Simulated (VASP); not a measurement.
A run of VASP 6.6.1 is set up as follows.

The input INCAR:

```
SYSTEM = YTe
  ALGO = Normal
  EDIFF = 1E-7
  ENCUT = 520
  GGA = PS
  ISIF = 2
  ISMEAR = -1
  LASPH = .TRUE.
  LCHARG = .FALSE.
  LREAL = .FALSE.
  LWAVE = .FALSE.
  NBANDS = 16
  NELM = 100
  PREC = Accurate
  SIGMA = 0.05
```

File KPOINTS:

```
k-points
0
G
  12 12 12
  0 0 0
```

File POSCAR:

```
YTe
1.0
    0.0000000000      3.0676827074      3.0676827074
    3.0676827074      0.0000000000      3.0676827074
    3.0676827074      3.0676827074      0.0000000000
Y Te
1 1
Direct
    0.0000000000      0.0000000000      0.0000000000
    0.5000000000      0.5000000000      0.5000000000
```

Potentials or basis: VASP PAW PBE potentials, release 64 (Y_sv, Te).

The run is started by

```bash
$ cat potpaw_PBE.64/Y_sv/POTCAR potpaw_PBE.64/Te/POTCAR > POTCAR
$ mpirun -np 1 vasp_std > vasp.out
```

(1) Predict the pressure.

Results:

(1) -1.7 GPa.

Caveat: the PAW data sets were made with another functional, which shifts forces and pressure a little.
